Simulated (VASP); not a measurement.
# AlN: single point with PBE

Crystal: AlN.

```
Al N
1.0
     0.00000    2.21340    2.21340
     2.21340    0.00000    2.21340
     2.21340    2.21340    0.00000
Al N
1 1
Cartesian
  0.0000 0.0000 0.0000
  3.3201 3.3201 3.3201
```

| Item | Value |
| --- | --- |
| Program | VASP 6.6.1 |
| Task | single point |
| Functional | PBE |
| Potentials or basis | VASP PAW PBE potentials, release 64 (Al, N) |
| Cutoff | 600 eV |
| k mesh | 10 × 10 × 10 |
| Occupations | gaussian, width 0.01 eV |
| Spin | no spin polarisation |

```json
{
  "Pressure": "-3.4 GPa",
  "Band gap on the k mesh": "3.30 eV, indirect (least direct gap 3.85 eV)"
}
```

Levels at points of the mesh, in eV from the valence-band top:
```csv
k point,band 2,band 3,band 4,band 5,band 6,band 7
"(0.00, 0.00, 0.00)",0.00,0.00,0.00,3.85,12.17,12.17
"(0.50, 0.00, 0.00)",-5.69,-0.48,-0.48,7.02,9.59,10.90
"(0.50, 0.50, 0.00)",-4.78,-1.73,-1.73,3.30,8.37,13.43
```

Run time: 11 s on 1 thread of Intel(R) Xeon(R) Platinum 8375C CPU @ 2.90GHz (Ice Lake) (shared host), peak memory 0.15 GiB.

A k mesh can miss the band edges.
